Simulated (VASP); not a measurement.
# Li2Se (Fm-3m) in VASP: a series of runs

Runs on Li2Se. Level: PBEsol. Tasks: single point.

All numbers are computed with VASP 6.6.1; they aren't measurements. Logs are shortened: lines on timing, memory, paths and dates and some standing lists are left out, and cuts for length are marked.

## 1. The cell of the first run

The structure is cubic, space group Fm-3m (No. 225). The conventional cell has a = 6.064 Å, b = 6.064 Å, c = 6.064 Å, α = 90.00°, β = 90.00°, γ = 90.00°. Li (site symmetry -43m) has 4 Se at 2.63 Å and 6 Li at 3.03 Å within 3.5 Å. Se (site symmetry m-3m) has 8 Li at 2.63 Å within 3.5 Å.

## 2. Single point, PBEsol (strained)

The input, INCAR:

```
SYSTEM = Li2Se
ALGO = Normal
EDIFF = 1E-6
ENCUT = 750
GGA = PS
GGA_COMPAT = .FALSE.
ISIF = 2
ISMEAR = 0
LASPH = .TRUE.
LCHARG = .TRUE.
LELF = .TRUE.
LREAL = .FALSE.
LVHAR = .TRUE.
LWAVE = .FALSE.
NBANDS = 13
NELM = 120
PREC = Accurate
SIGMA = 0.02
```

The input, KPOINTS:

```
k-points
0
G
  8 8 8
  0 0 0
```

The input, POSCAR:

```
Li2Se
1.0
    0.0000000000      3.0317743750      3.0317743750
    3.0317743750      0.0000000000      3.0317743750
    3.0317743750      3.0317743750      0.0000000000
Li Se
2 1
Direct
    0.2500000000      0.2500000000      0.2500000000
    0.7500000000      0.7500000000      0.7500000000
    0.0000000000      0.0000000000      0.0000000000
```

Potentials or basis: VASP PAW PBE potentials, release 64 (Li_sv, Se).

On the command line:

```console
$ cat potpaw_PBE.64/Li_sv/POTCAR potpaw_PBE.64/Se/POTCAR > POTCAR
$ mpirun -np 1 vasp_std > vasp.out
```

OUTCAR:

```text
SYSTEM = Li2Se
   EDIFF = 1E-6
   ENCUT = 750
   GGA = PS
   ISIF = 2
   ISMEAR = 0
   LASPH = .TRUE.
   LREAL = .FALSE.
   NELM = 120
   PREC = Accurate

 ion  position               nearest neighbor table
   1  0.250  0.250  0.250-   3 2.63   3 2.63   3 2.63   3 2.63
   2  0.750  0.750  0.750-   3 2.63   3 2.63   3 2.63   3 2.63
   3  0.000  0.000  0.000-   1 2.63   2 2.63   2 2.63   2 2.63   2 2.63   1 2.63   1 2.63   1 2.63

  LATTYP: Found a face centered cubic cell.
 ALAT       =     6.0635487500

  Lattice vectors:

 A1 = (   0.0000000000,   3.0317743750,   3.0317743750)
 A2 = (   3.0317743750,   0.0000000000,   3.0317743750)
 A3 = (   3.0317743750,   3.0317743750,   0.0000000000)

Analysis of symmetry for initial positions (statically):
=====================================================================
 Subroutine PRICEL returns:
 Original cell was already a primitive cell.

 Routine SETGRP: Setting up the symmetry group for a
 face centered cubic supercell.

 Subroutine GETGRP returns: Found 48 space group operations
 (whereof 48 operations were pure point group operations)
 out of a pool of 48 trial point group operations.

The static configuration has the point symmetry O_h .

Analysis of symmetry for dynamics (positions and initial velocities):
=====================================================================
 Subroutine PRICEL returns:
 Original cell was already a primitive cell.

 Routine SETGRP: Setting up the symmetry group for a
 face centered cubic supercell.

 Subroutine GETGRP returns: Found 48 space group operations
 (whereof 48 operations were pure point group operations)
 out of a pool of 48 trial point group operations.

The dynamic configuration has the point symmetry O_h .

 Subroutine INISYM returns: Found 48 space group operations
 (whereof 48 operations are pure point group operations),
 and found     1 'primitive' translations

----------------------------------------------------------------------------------------

                                     Primitive cell

  volume of cell :      55.7341

  direct lattice vectors                    reciprocal lattice vectors
     0.000000000  3.031774375  3.031774375    -0.164919924  0.164919924  0.164919924
     3.031774375  0.000000000  3.031774375     0.164919924 -0.164919924  0.164919924
     3.031774375  3.031774375  0.000000000     0.164919924  0.164919924 -0.164919924

  length of vectors
     4.287576439  4.287576439  4.287576439     0.285649688  0.285649688  0.285649688

  position of ions in fractional coordinates (direct lattice)
     0.250000000  0.250000000  0.250000000
[... 88 lines left out ...]
   POTIM  = 0.5000    time-step for ionic-motion
   TEBEG  =    0.0;   TEEND  =   0.0 temperature during run
   PSTRESS=    0.0 pullay stress
   NELECT =      12.0000    total number of electrons
   NUPDOWN=      -1.0000    fix difference up-down
   EMIN   =  10.00;   EMAX   =-10.00  energy-range for DOS
   EFERMI =   0.00;   METHOD = LEGACY
   ISMEAR =     0;   SIGMA  =   0.02  broadening in eV -4-tet -1-fermi 0-gaus
   EFERMI_NEDOS =   21; number of points for ismear=-14 and -15
   IALGO  =     38    algorithm
   IMIX   =      4    mixing-type and parameters
     AMIX     =   0.40;   BMIX     =  1.00
     AMIX_MAG =   1.60;   BMIX_MAG =  1.00
  volume/ion in A,a.u.               =      18.58       125.37
  Fermi-wavevector in a.u.,A,eV,Ry     =   0.981209  1.854217 13.099307  0.962772
  Thomas-Fermi vector in A             =   2.112199
   LORBIT       =      0    0 simple, 1 ext, 2 COOP (PROOUT), +10 PAW based schemes
   GGA     = PS    functional components
   LHFCALC =     F    Hartree Fock is set to
   AEXX    =    0.0000 exact exchange contribution
   IVDW    =     0    specifies the selected vdW correction
   LEPSILON=     F    determine dielectric tensor
   LRPA    =     F    only Hartree local field effects (RPA)
 non-spin polarized calculation
 Gauss-broadening in eV      SIGMA  =   0.02
  energy-cutoff  :      750.00
  volume of cell :       55.73
 maximum number of plane-waves:      2640
 NGX is ok and might be reduce to    40
   NGX = 19   NGY = 19   NGZ = 19

 number of electron      12.0000004 magnetization

 Free energy of the ion-electron system (eV)
  ---------------------------------------------------
  ext. energy  EPLUGINS =         0.00000000
  ---------------------------------------------------
  free energy    TOTEN  =       -11.54195490 eV

  energy without entropy =      -11.54195490  energy(sigma->0) =      -11.54195490

 E-fermi :   0.9250     XC(G=0):  -8.2733

 val. band max:        0.7571327905   @ k =   0.0000   0.0000   0.0000
 cond. band min:       3.6145870373   @ k =   0.5000   0.5000   0.0000
 fundamental gap:      2.8574542468
 Fermi energy:         0.9250479249

 k-point     1 :       0.0000    0.0000    0.0000
  band No.  band energies     occupation
      1     -43.3111      2.00000
      2     -43.2885      2.00000
      3     -10.5770      2.00000
      4       0.7571      2.00000
      5       0.7571      2.00000
      6       0.7571      2.00000
      7       3.8775      0.00000
      8       6.3094      0.00000
      9       6.3094      0.00000
     10       6.3094      0.00000
     11      11.2049      0.00000
     12      11.2049      0.00000
     13      11.4508      0.00000
[... 354 lines left out ...]
  band No.  band energies     occupation
      1     -43.2994      2.00000
      2     -43.2994      2.00000
      3     -10.1787      2.00000
      4      -1.7956      2.00000
      5      -0.5168      2.00000
      6      -0.1421      2.00000
      7       6.0233      0.00000
      8       6.3378      0.00000
      9       8.2399      0.00000
     10       8.9152      0.00000
     11       9.9425      0.00000
     12      11.2206      0.00000
     13      13.1799      0.00000

 [... further k-points ...]
[... 5 lines left out ...]
  --------------------------------------------------------------------------------------
  -------------------------------------------------------------------------------------
  Total       -0.6469851     -0.6469851     -0.6469851      0.0000000      0.0000000      0.0000000
  in kB      -18.5987717    -18.5987717    -18.5987717      0.0000000      0.0000000      0.0000000
  external PRESSURE =     -18.5987717 kB  Pullay stress =       0.0000000 kB

 VOLUME and BASIS-vectors are now :
 -----------------------------------------------------------------------------
  energy-cutoff  :      750.00
  volume of cell :       55.73
      direct lattice vectors                 reciprocal lattice vectors
     0.000000000  3.031774375  3.031774375    -0.164919924  0.164919924  0.164919924
     3.031774375  0.000000000  3.031774375     0.164919924 -0.164919924  0.164919924
     3.031774375  3.031774375  0.000000000     0.164919924  0.164919924 -0.164919924

 POSITION                                       TOTAL-FORCE (eV/Angst)
 -----------------------------------------------------------------------------------
      1.51589      1.51589      1.51589         0.000000     -0.000000      0.000000
      4.54766      4.54766      4.54766         0.000000      0.000000      0.000000
      0.00000      0.00000      0.00000        -0.000000      0.000000     -0.000000
 -----------------------------------------------------------------------------------
    total drift:                                0.000000     -0.000000      0.000000

  FREE ENERGIE OF THE ION-ELECTRON SYSTEM (eV)
  ---------------------------------------------------
  free  energy   TOTEN  =       -11.5419549005 eV

  energy  without entropy=      -11.5419549005  energy(sigma->0) =      -11.54195490
```

stdout:

```text
POSCAR found type information on POSCAR LiSe
 POSCAR found :  2 types and       3 ions
 scaLAPACK will be used
 -----------------------------------------------------------------------------
|                                                                             |
|                                                                             |
|     You enforced a specific xc type in the INCAR file but a different       |
|     I HOPE YOU KNOW WHAT YOU ARE DOING!                                     |
|                                                                             |
 -----------------------------------------------------------------------------

 LDA part: xc-table for (Slater+PW92), standard interpolation
 POSCAR, INCAR and KPOINTS ok, starting setup
 FFT: planning ... GRIDC
 FFT: planning ... GRID_SOFT
 FFT: planning ... GRID
 WAVECAR not read
 entering main loop
```

Wall time 59 s (1 thread of Intel Xeon 8259CL, shared host); peak memory 0.25 GiB.

Results:

| Property | Result |
| --- | --- |
| Free energy | -11.5420 eV |
| Pressure | -1.9 GPa |
| Band gap on the k mesh | 2.86 eV (least direct gap 3.12 eV) |

Caveat: the cell differs from its parent crystal (strained); the PAW data sets were made with another functional, which shifts forces and pressure a little. A k mesh can miss the band edges.

## 3. Single point, PBEsol

This run uses another cell than the first one, of 17.51 Å³/atom.

The input, INCAR:

```
SYSTEM = Li2Se
PREC     = Accurate       ! precision mode
ENCUT    = 750            ! plane-wave cutoff, eV
EDIFF    = 1E-6           ! SCF threshold, eV
ISMEAR   = 0              ! smearing method
SIGMA    = 0.02           ! smearing width, eV
LREAL    = .FALSE.        ! projectors in reciprocal space
LASPH    = .TRUE.         ! aspherical terms in the spheres
NELM     = 120            ! most SCF steps
ALGO     = Normal         ! electronic algorithm
ISIF     = 2              ! what is computed and relaxed
LWAVE    = .FALSE.        ! write WAVECAR
LCHARG   = .FALSE.        ! write CHGCAR
GGA      = PS             ! functional
NBANDS   = 13             ! bands
GGA_COMPAT= .FALSE.
```

The input, KPOINTS:

```
Automatic mesh
0
G
  8 8 8
  0 0 0
```

The input, POSCAR:

```
Li2Se
1.0
    0.0000000000      2.9723763108      2.9723763108
    2.9723763108      0.0000000000      2.9723763108
    2.9723763108      2.9723763108      0.0000000000
Li Se
2 1
Direct
    0.2500000000      0.2500000000      0.2500000000
    0.7500000000      0.7500000000      0.7500000000
    0.0000000000      0.0000000000      0.0000000000
```

Potentials or basis: VASP PAW PBE potentials, release 64 (Li_sv, Se).

On the command line:

```console
$ cat potpaw_PBE.64/Li_sv/POTCAR potpaw_PBE.64/Se/POTCAR > POTCAR
$ mpirun -np 1 vasp_std > vasp.out
```

It took 42 s on 1 thread of Intel Xeon Platinum 8488C (Sapphire Rapids), shared host; peak memory 0.24 GiB.

The run converged. Its results:

- Free energy: -11.5599 eV
- Pressure: 0.0 GPa
- Band gap on the k mesh: 2.81 eV (least direct gap 3.36 eV)

Levels at points of the mesh, in eV from the valence-band top:
```csv
k point,band 4,band 5,band 6,band 7,band 8,band 9
"(0.00, 0.00, 0.00)",0.00,0.00,0.00,3.36,5.58,5.58
"(0.50, 0.00, 0.00)",-3.04,-0.55,-0.55,5.14,5.90,5.90
"(0.50, 0.50, 0.00)",-2.37,-1.51,-1.51,2.81,6.20,10.42
```

Caveat: the PAW data sets were made with another functional, which shifts forces and pressure a little.
